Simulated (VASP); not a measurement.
GaN: single point with r2SCAN

The system is GaN.

```
Ga N
1.0
     0.00000    2.14083    2.30984
     2.14083    0.00000    2.30984
     2.14083    2.14083    0.00000
Ga N
1 1
Direct
  0.00000 0.00000 0.00000
  0.75000 0.75000 0.75000
```

This cell differs from its parent crystal: strain -0.050 along x and y, +0.025 along z.

```
Program             : VASP 6.6.1
Task                : single point
Functional          : r2SCAN
Potentials or basis : VASP PAW PBE potentials, release 64 (Ga_d, N)
Cutoff              : 520 eV
k mesh              : 10 × 10 × 10
Occupations         : gaussian, width 0.05 eV
Spin                : no spin polarisation
```

```
Pressure               : 17.2 GPa
Band gap on the k mesh : 2.48 eV, direct
```

Stress tensor (GPa, compression positive):
```
20.95  0.00  0.00
 0.00 20.95  0.00
 0.00  0.00  9.74
```

Levels at points of the mesh, in eV from the valence-band top:
| k point | band 5 | band 6 | band 7 | band 8 | band 9 | band 10 | band 11 | band 12 | band 13 | band 14 |
| --- | --- | --- | --- | --- | --- | --- | --- | --- | --- | --- |
| (0.00, 0.00, 0.00) | -13.64 | -13.63 | -0.43 | 0.00 | 0.00 | 2.48 | 11.35 | 11.35 | 11.56 | 18.55 |
| (0.50, 0.00, 0.00) | -13.55 | -12.48 | -7.82 | -1.56 | -0.91 | 5.39 | 9.74 | 10.92 | 11.94 | 16.96 |
| (0.50, 0.50, 0.00) | -13.56 | -12.40 | -7.28 | -2.77 | -2.77 | 4.10 | 8.46 | 12.25 | 15.97 | 15.97 |
| (0.50, 0.00, 0.50) | -13.53 | -11.97 | -6.38 | -3.42 | -3.36 | 3.50 | 7.14 | 13.45 | 14.48 | 16.55 |

Run time: 4.5 min on 1 thread of AMD EPYC 7R13 (shared host), peak memory 0.14 GiB.

Caveat: the cell differs from its parent crystal (strain -0.050 along x and y, +0.025 along z); the PAW data sets were made with another functional, which shifts forces and pressure a little.
